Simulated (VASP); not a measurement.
# Nb16H (a cell with a defect) in VASP: single point with PBE

Aim: the single point of Nb16H (a cell with a defect) with PBE.

All numbers are computed with VASP 6.6.1; they aren't measurements. Logs are shortened: lines on timing, memory, paths and dates and some standing lists are left out, and cuts for length are marked.

### 1 The cell of the first run

The cell holds a defect, 17 atoms: a = 6.600 Å, b = 6.600 Å, c = 6.600 Å, α = 90.00°, β = 90.00°, γ = 90.00°.

### 2 Single point, PBE

INCAR

```
SYSTEM = Nb16H
ALGO = Normal ; EDIFF = 1E-6
ENCUT = 520 ; GGA = PE
ISIF = 2 ; ISMEAR = 0
LASPH = .TRUE. ; LCHARG = .TRUE.
LELF = .TRUE. ; LREAL = Auto
LVHAR = .TRUE. ; LWAVE = .FALSE.
NBANDS = 118 ; NELM = 60
PREC = Accurate ; SIGMA = 0.15
```

KPOINTS

```
k-points
0
G
  3 3 3
  0 0 0
```

POSCAR

```
Nb16H
1.0
    6.6000000000      0.0000000000      0.0000000000
    0.0000000000      6.6000000000      0.0000000000
    0.0000000000      0.0000000000      6.6000000000
Nb H
16 1
Direct
   -0.0001666667     -0.0004065152      0.0002390909
    0.4991090909      0.0023948485     -0.0016828788
    0.0023409091      0.4937446970      0.0109146970
   -0.0001706061     -0.0004040909      0.4992553030
    0.2536337879      0.2470739394      0.2497481818
    0.5008537879      0.5020637879     -0.0004436364
    0.4991066667      0.0023975758      0.5011731818
    0.7521312121      0.2489892424      0.2497486364
    0.0023374242      0.4937489394      0.4885848485
    0.2508625758      0.7483931818      0.2497457576
    0.2516857576      0.2488943939      0.7497469697
    0.5008513636      0.5020684848      0.4999384848
    0.7502530303      0.7503866667      0.2497462121
    0.7496600000      0.2506519697      0.7497486364
    0.2487030303      0.7506618182      0.7497469697
    0.7417746970      0.7571793939      0.7497474242
    0.9732898485      0.5909187879      0.7497537879
```

Potentials or basis: VASP PAW PBE potentials, release 64 (Nb_sv, H).

The run is started by

```sh
$ cat potpaw_PBE.64/Nb_sv/POTCAR potpaw_PBE.64/H/POTCAR > POTCAR
$ mpirun -np 1 vasp_std > vasp.out
```

OUTCAR:

```text
SYSTEM = Nb16H
   EDIFF = 1E-6
   ENCUT = 520
   GGA = PE
   ISIF = 2
   ISMEAR = 0
   LASPH = .TRUE.
   LREAL = Auto
   NELM = 60
   PREC = Accurate

 ion  position               nearest neighbor table
   1  1.000  1.000  0.000-   8 2.84  13 2.85  15 2.85   5 2.86  16 2.86  11 2.86  14 2.86  10 2.86

   2  0.499  0.002  0.998-  16 2.81   5 2.83  11 2.83  14 2.85  15 2.86   8 2.86  10 2.87  13 2.88

   3  0.002  0.494  0.011-  17 1.85   8 2.80   5 2.81  10 2.83  13 2.85  11 2.88  14 2.89  15 2.91
                            16 2.99
   4  1.000  1.000  0.499-   8 2.84  13 2.85  15 2.85   5 2.86  16 2.86  11 2.86  14 2.86  10 2.86

   5  0.254  0.247  0.250-   3 2.81   9 2.81   7 2.83   2 2.83   4 2.86   1 2.86   6 2.87  12 2.87

   6  0.501  0.502  1.000-  16 2.84  10 2.84  13 2.85  14 2.86  15 2.86  11 2.87   5 2.87   8 2.88

   7  0.499  0.002  0.501-  16 2.81   5 2.83  11 2.83  14 2.85  15 2.86   8 2.86  10 2.87  13 2.88

   8  0.752  0.249  0.250-   3 2.80   9 2.80   4 2.84   1 2.84   7 2.86   2 2.86   6 2.88  12 2.88

   9  0.002  0.494  0.489-  17 1.85   8 2.80   5 2.81  10 2.83  13 2.85  11 2.88  14 2.89  15 2.91
                            16 2.99
  10  0.251  0.748  0.250-   3 2.83   9 2.83  12 2.84   6 2.84   1 2.86   4 2.86   7 2.87   2 2.87

  11  0.252  0.249  0.750-   7 2.83   2 2.83   1 2.86   4 2.86   6 2.87  12 2.87   3 2.88   9 2.88

  12  0.501  0.502  0.500-  16 2.84  10 2.84  13 2.85  14 2.86  15 2.86  11 2.87   5 2.87   8 2.88

  13  0.750  0.750  0.250-   9 2.85   3 2.85   6 2.85  12 2.85   1 2.85   4 2.85   2 2.88   7 2.88

  14  0.750  0.251  0.750-   2 2.85   7 2.85   6 2.86  12 2.86   4 2.86   1 2.86   9 2.89   3 2.89

  15  0.249  0.751  0.750-   1 2.85   4 2.85  12 2.86   6 2.86   2 2.86   7 2.86   9 2.91   3 2.91

  16  0.742  0.757  0.750-  17 1.88   2 2.81   7 2.81  12 2.84   6 2.84   4 2.86   1 2.86   9 2.99
                             3 2.99
  17  0.973  0.591  0.750-   3 1.85   9 1.85  16 1.88

  LATTYP: Found a simple cubic cell.
 ALAT       =     6.6000000000

  Lattice vectors:

 A1 = (   6.6000000000,   0.0000000000,   0.0000000000)
 A2 = (   0.0000000000,   6.6000000000,   0.0000000000)
 A3 = (   0.0000000000,   0.0000000000,   6.6000000000)

Analysis of symmetry for initial positions (statically):
=====================================================================
 Subroutine PRICEL returns:
 Original cell was already a primitive cell.

 Routine SETGRP: Setting up the symmetry group for a
 simple cubic supercell.

 Subroutine GETGRP returns: Found  1 space group operations
 (whereof  1 operations were pure point group operations)
 out of a pool of 48 trial point group operations.

The static configuration has the point symmetry C_1 .

Analysis of symmetry for dynamics (positions and initial velocities):
=====================================================================
 Subroutine PRICEL returns:
 Original cell was already a primitive cell.

 Routine SETGRP: Setting up the symmetry group for a
 simple cubic supercell.

 Subroutine GETGRP returns: Found  1 space group operations
 (whereof  1 operations were pure point group operations)
 out of a pool of 48 trial point group operations.

The dynamic configuration has the point symmetry C_1 .

 Subroutine INISYM returns: Found  1 space group operations
 (whereof  1 operations are pure point group operations),
 and found     1 'primitive' translations

----------------------------------------------------------------------------------------

                                     Primitive cell

  volume of cell :     287.4960

  direct lattice vectors                    reciprocal lattice vectors
     6.600000000  0.000000000  0.000000000     0.151515152  0.000000000  0.000000000
     0.000000000  6.600000000  0.000000000     0.000000000  0.151515152  0.000000000
     0.000000000  0.000000000  6.600000000     0.000000000  0.000000000  0.151515152

  length of vectors
     6.600000000  6.600000000  6.600000000     0.151515152  0.151515152  0.151515152

  position of ions in fractional coordinates (direct lattice)
     0.999833333  0.999593485  0.000239091
     0.499109091  0.002394849  0.998317121
     0.002340909  0.493744697  0.010914697
     0.999829394  0.999595909  0.499255303
     0.253633788  0.247073939  0.249748182
     0.500853788  0.502063788  0.999556364
[... 9 lines left out ...]
     0.741774697  0.757179394  0.749747424
     0.973289849  0.590918788  0.749753788

  ion indices of the primitive-cell ions
   primitive index   ion index
                 1           1
                 2           2
                 3           3
                 4           4
                 5           5
                 6           6
[... 9 lines left out ...]
                16          16
                17          17

----------------------------------------------------------------------------------------

 KPOINTS: k-points

Automatic generation of k-mesh.
 Grid dimensions read from file:
 generate k-points for:    3    3    3

 Generating k-lattice:

  Cartesian coordinates                     Fractional coordinates (reciprocal lattice)
     0.050505051  0.000000000  0.000000000     0.333333333  0.000000000  0.000000000
     0.000000000  0.050505051  0.000000000     0.000000000  0.333333333  0.000000000
     0.000000000  0.000000000  0.050505051     0.000000000  0.000000000  0.333333333

  Length of vectors
     0.050505051  0.050505051  0.050505051

  Shift w.r.t. Gamma in fractional coordinates (k-lattice)
     0.000000000  0.000000000  0.000000000

 Subroutine IBZKPT returns following result:
 ===========================================

 Found     14 irreducible k-points:

 Following reciprocal coordinates:
            Coordinates               Weight
  0.000000  0.000000  0.000000      1.000000
  0.333333  0.000000  0.000000      2.000000
  0.000000  0.333333  0.000000      2.000000
  0.000000  0.000000  0.333333      2.000000
  0.333333  0.333333  0.000000      2.000000
  0.000000  0.333333  0.333333      2.000000
  0.333333  0.000000  0.333333      2.000000
 -0.333333  0.333333  0.000000      2.000000
 -0.333333  0.000000  0.333333      2.000000
  0.000000 -0.333333  0.333333      2.000000
  0.333333  0.333333  0.333333      2.000000
 -0.333333  0.333333  0.333333      2.000000
 -0.333333 -0.333333  0.333333      2.000000
  0.333333 -0.333333  0.333333      2.000000
   k-points           NKPTS =     14   k-points in BZ     NKDIM =     14   number of bands    NBANDS=    118
   number of dos      NEDOS =    301   number of ions     NIONS =     17
   total plane-waves  NPLWV = 125000
   dimension x,y,z NGX =    50 NGY =   50 NGZ =   50
   dimension x,y,z NGXF=   100 NGYF=  100 NGZF=  100
   ions per type =              16   1
   NGX,Y,Z   is equivalent  to a cutoff of  12.59, 12.59, 12.59 a.u.
   NGXF,Y,Z  is equivalent  to a cutoff of  25.19, 25.19, 25.19 a.u.
 SYSTEM =  Nb16H
   PREC   = accura    normal or accurate (medium, high low for compatibility)
   ISTART =      0    job   : 0-new  1-cont  2-samecut
   ICHARG =      2    charge: 1-file 2-atom 10-const
   ISPIN  =      1    spin polarized calculation?
   LNONCOLLINEAR =      F non collinear calculations
   LSORBIT =      F    spin-orbit coupling
   LASPH  =      T    aspherical Exc in radial PAW
   ENCUT  =  520.0 eV  38.22 Ry    6.18 a.u.  12.27 12.27 12.27*2*pi/ulx,y,z
   NELM   =     60;   NELMIN=  2; NELMDL= -5     # of ELM steps
   EDIFF  = 0.1E-05   stopping-criterion for ELM
   LREAL  =      T    real-space projection
   EDIFFG = 0.1E-04   stopping-criterion for IOM
   NSW    =      0    number of steps for IOM
   IBRION =     -1    ionic relax: 0-MD 1-quasi-New 2-CG
   NFREE  =      0    steps in history (QN), initial steepest desc. (CG)
   ISIF   =      2    stress and relaxation
   ISYM   =      2    0-nonsym 1-usesym 2-fastsym
   POTIM  = 0.5000    time-step for ionic-motion
   TEBEG  =    0.0;   TEEND  =   0.0 temperature during run
   PSTRESS=    0.0 pullay stress
   NELECT =     209.0000    total number of electrons
   NUPDOWN=      -1.0000    fix difference up-down
   EMIN   =  10.00;   EMAX   =-10.00  energy-range for DOS
   EFERMI =   0.00;   METHOD = LEGACY
   ISMEAR =     0;   SIGMA  =   0.15  broadening in eV -4-tet -1-fermi 0-gaus
   EFERMI_NEDOS =   21; number of points for ismear=-14 and -15
   IALGO  =     38    algorithm
   IMIX   =      4    mixing-type and parameters
     AMIX     =   0.40;   BMIX     =  1.00
     AMIX_MAG =   1.60;   BMIX_MAG =  1.00
  volume/ion in A,a.u.               =      16.91       114.12
  Fermi-wavevector in a.u.,A,eV,Ry     =   1.472018  2.781710 29.481589  2.166836
  Thomas-Fermi vector in A             =   2.587083
   LORBIT       =      0    0 simple, 1 ext, 2 COOP (PROOUT), +10 PAW based schemes
   GGA     = PE    functional components
   LHFCALC =     F    Hartree Fock is set to
   AEXX    =    0.0000 exact exchange contribution
   IVDW    =     0    specifies the selected vdW correction
   LEPSILON=     F    determine dielectric tensor
   LRPA    =     F    only Hartree local field effects (RPA)
 non-spin polarized calculation
 Gauss-broadening in eV      SIGMA  =   0.15
  energy-cutoff  :      520.00
  volume of cell :      287.50
 maximum number of plane-waves:      7809
 NGX is ok and might be reduce to    50
   NGX = 25   NGY = 25   NGZ = 25

 number of electron     209.0000021 magnetization

 Free energy of the ion-electron system (eV)
  ---------------------------------------------------
  ext. energy  EPLUGINS =         0.00000000
  ---------------------------------------------------
  free energy    TOTEN  =      -167.43932252 eV

  energy without entropy =     -167.30189171  energy(sigma->0) =     -167.37060711

 E-fermi :  11.2701     XC(G=0): -12.5426

 val. band max:       11.2488587672   @ k =  -0.3333   0.3333   0.0000
 cond. band min:      11.2703039620   @ k =   0.0000  -0.3333   0.3333
 fundamental gap:      0.0214451948
 Fermi energy:        11.2701282789

 k-point     1 :       0.0000    0.0000    0.0000
  band No.  band energies     occupation
      1     -43.0815      2.00000
      2     -42.9061      2.00000
      3     -42.8903      2.00000
      4     -42.8648      2.00000
      5     -42.8534      2.00000
      6     -42.8484      2.00000
[... 108 lines left out ...]
    115      13.5305      0.00000
    116      13.5459      0.00000

 k-point     2 :       0.3333    0.0000    0.0000
  band No.  band energies     occupation
      1     -43.0500      2.00000
      2     -42.9689      2.00000
      3     -42.8910      2.00000
      4     -42.8719      2.00000
      5     -42.8578      2.00000
      6     -42.8506      2.00000
[... 1420 lines left out ...]
 k-point    14 :       0.3333   -0.3333    0.3333
  band No.  band energies     occupation
      1     -42.9995      2.00000
      2     -42.9452      2.00000
      3     -42.9347      2.00000
      4     -42.9195      2.00000
      5     -42.8931      2.00000
      6     -42.8781      2.00000
[... 108 lines left out ...]
    115      13.6683      0.00000
    116      13.7014      0.00000
 [bands above 116 left out]

------------------------ aborting loop because EDIFF is reached ----------------------------------------

  FORCE on cell =-STRESS in cart. coord.  units (eV):
  Direction    XX          YY          ZZ          XY          YZ          ZX
  --------------------------------------------------------------------------------------
  -------------------------------------------------------------------------------------
  Total        3.1902144      3.4161397      5.8583165     -0.7997508     -0.0005774      0.0000400
  in kB       17.7786447     19.0376966     32.6476262     -4.4569056     -0.0032179      0.0002229
  external PRESSURE =      23.1546559 kB  Pullay stress =       0.0000000 kB

 VOLUME and BASIS-vectors are now :
 -----------------------------------------------------------------------------
  energy-cutoff  :      520.00
  volume of cell :      287.50
      direct lattice vectors                 reciprocal lattice vectors
     6.600000000  0.000000000  0.000000000     0.151515152  0.000000000  0.000000000
     0.000000000  6.600000000  0.000000000     0.000000000  0.151515152  0.000000000
     0.000000000  0.000000000  6.600000000     0.000000000  0.000000000  0.151515152

 POSITION                                       TOTAL-FORCE (eV/Angst)
 -----------------------------------------------------------------------------------
      6.59890      6.59732      0.00158        -0.014640     -0.016754      0.002716
      3.29412      0.01581      6.58889        -0.012722     -0.016149      0.005527
      0.01545      3.25872      0.07204        -0.047580     -0.034997     -0.024686
      6.59887      6.59733      3.29508        -0.014251     -0.016327     -0.001826
      1.67398      1.63069      1.64834        -0.025929     -0.022372      0.000223
      3.30564      3.31362      6.59707        -0.020954     -0.011084     -0.003679
[... 9 lines left out ...]
      4.89571      4.99738      4.94833        -0.018127     -0.032235     -0.000226
      6.42371      3.90006      4.94838         0.355837      0.345641     -0.000356
 -----------------------------------------------------------------------------------
    total drift:                               -0.001540      0.002761      0.002495

  FREE ENERGIE OF THE ION-ELECTRON SYSTEM (eV)
  ---------------------------------------------------
  free  energy   TOTEN  =      -167.4393225188 eV

  energy  without entropy=     -167.3018917070  energy(sigma->0) =     -167.37060711
```

Wall time 47 min (1 thread of Intel Xeon 8259CL, shared host); peak memory 0.53 GiB.

Results:

```
Free energy            : -167.4393 eV
Pressure               : 2.3 GPa
Largest force          : 0.496 eV/Å
Band gap on the k mesh : zero (an odd number of electrons rules out a gap without spin polarisation)
```

Forces on the atoms (eV/Å):
```
Nb  -0.015 -0.017  0.003
Nb  -0.013 -0.016  0.006
Nb  -0.048 -0.035 -0.025
Nb  -0.014 -0.016 -0.002
Nb  -0.026 -0.022  0.000
Nb  -0.021 -0.011 -0.004
Nb  -0.012 -0.016 -0.005
Nb  -0.020 -0.034  0.000
Nb  -0.047 -0.035  0.024
Nb  -0.018 -0.021  0.000
Nb  -0.021 -0.014  0.000
Nb  -0.021 -0.011  0.004
Nb  -0.015 -0.029  0.000
Nb  -0.033 -0.030  0.000
Nb  -0.015 -0.004  0.000
Nb  -0.018 -0.032  0.000
H    0.356  0.346  0.000
```

The gap in the log of VASP goes by the Fermi energy; the results here count the filled bands.